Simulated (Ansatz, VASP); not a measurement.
## GaP: VASP beside Ansatz

```
Ga P
1.0
     0.00000    2.72525    2.72525
     2.72525    0.00000    2.72525
     2.72525    2.72525    0.00000
Ga P
1 1
Direct
  0.00000 0.00000 0.00000
  0.75000 0.75000 0.75000
```

Alike in both runs: task single point; functional PBE0; k mesh 6 × 6 × 6; occupations fermi-dirac, width 0.05 eV; no spin polarisation.

|  | VASP | Ansatz |
| --- | --- | --- |
| version | VASP 6.6.1 | Ansatz 0.2.0 |
| potentials or method | VASP PAW PBE potentials, release 64 (Ga_d, P), cutoff 520 eV | all-electron PAW datasets made for the crystal |

```tsv
	VASP	Ansatz	Ansatz less VASP
gap on the k mesh at the Fermi level (eV)	2.98	2.96	-0.020
least direct gap on the mesh (eV)	3.47	3.45	-0.018
pressure (GPa)	0.3	0.5	+0.18
```

Ansatz ran all-electron here, and VASP with PAW potentials.
